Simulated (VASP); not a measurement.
Write the native input for VASP 6.6.1 that does the following.

```
Task                   : relaxation of cell and atoms
Functional             : RPBE
Potentials or basis    : VASP PAW PBE potentials, release 64 (Se)
Cutoff                 : 600 eV
k mesh                 : 11 × 11 × 11
Occupations            : fermi-dirac, width 0.1 eV
Spin                   : no spin polarisation
Dipole correction      : no
Further INCAR settings : ALGO = Normal; EDIFF = 1e-06; IBRION = 2; EDIFFG = -0.01; NSW = 80; ISIF = 3
```

The structure of Se lies in POSCAR:

```
Se
1.0
    2.8664900032      0.0000000000      0.0000000000
    0.0000000000      2.8664900032      0.0000000000
    0.0000000000      0.0000000000      2.8664900032
Se
1
Direct
    0.0000000000      0.0000000000      0.0000000000
```

These files were run (other wordings do the same):

INCAR

```
SYSTEM = Se
ALGO = Normal ; EDIFF = 1E-6
EDIFFG = -0.01 ; ENCUT = 600
GGA = RP ; IBRION = 2
ISIF = 3 ; ISMEAR = -1
LASPH = .TRUE. ; LCHARG = .FALSE.
LREAL = .FALSE. ; LWAVE = .FALSE.
NELM = 60 ; NSW = 80
PREC = Accurate ; SIGMA = 0.1
```

KPOINTS

```
k-points
0
G
  11 11 11
  0 0 0
```

Potentials or basis: VASP PAW PBE potentials, release 64 (Se).

The run is started by

```bash
$ cat potpaw_PBE.64/Se/POTCAR > POTCAR
$ mpirun -np 1 vasp_std > vasp.out
```

It gave:

| Item | Value |
| --- | --- |
| Relaxed volume | 23.27 Å³/atom |
| Relaxed cell | a = 2.855 Å, b = 2.855 Å, c = 2.855 Å, α = 90.00°, β = 90.00°, γ = 90.00° |
| Space group after relaxing (to 0.05 Å) | Pm-3m (No. 221) |
| Energy gained by relaxing | 0.7 meV/atom |
| Ionic steps | 3 |
| Pressure after relaxing | 0.0 GPa |
| Band gap on the k mesh | zero (band 3 reaches 7.10 eV, above the bottom of band 4 at 1.29 eV) |

Caveat: the PAW data sets were made with another functional, which shifts forces and pressure a little.

Run time: 10 s on 1 thread of Intel Xeon 6975P-C, on a shared host, peak memory 0.14 GiB.
